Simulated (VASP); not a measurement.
A run of VASP 6.6.1:

Contents of INCAR:

```
SYSTEM = LiCl
ALGO = Normal ; EDIFF = 1E-6
ENCUT = 520 ; GGA = PE
ISIF = 2 ; ISMEAR = -1
LASPH = .TRUE. ; LCHARG = .FALSE.
LREAL = .FALSE. ; LWAVE = .FALSE.
NBANDS = 12 ; NELM = 80
PREC = Accurate ; SIGMA = 0.02
```

KPOINTS

```
k-points
0
G
  8 8 8
  0 0 0
```

File POSCAR:

```
LiCl
1.0
    3.2711235254      0.0000000000      0.0000000000
    0.0000000000      3.2711235254      0.0000000000
    0.0000000000      0.0000000000      3.3669674447
Li Cl
1 1
Direct
    0.0000000000      0.0000000000      0.0000000000
    0.5000000000      0.5000000000      0.5000000000
```

Potentials or basis: VASP PAW PBE potentials, release 64 (Li_sv, Cl).

Run with:

```bash
$ cat potpaw_PBE.64/Li_sv/POTCAR potpaw_PBE.64/Cl/POTCAR > POTCAR
$ mpirun -np 1 vasp_std > vasp.out
```

Hardware: 1 thread of Intel Xeon 8259CL, with other jobs on the host.

**Question.** Estimate the wall time of this run.

**Answer.** Wall time 26 s on 1 thread of Intel Xeon 8259CL (shared host), peak memory 0.15 GiB. Counts: scf iterations 12, k points 75.
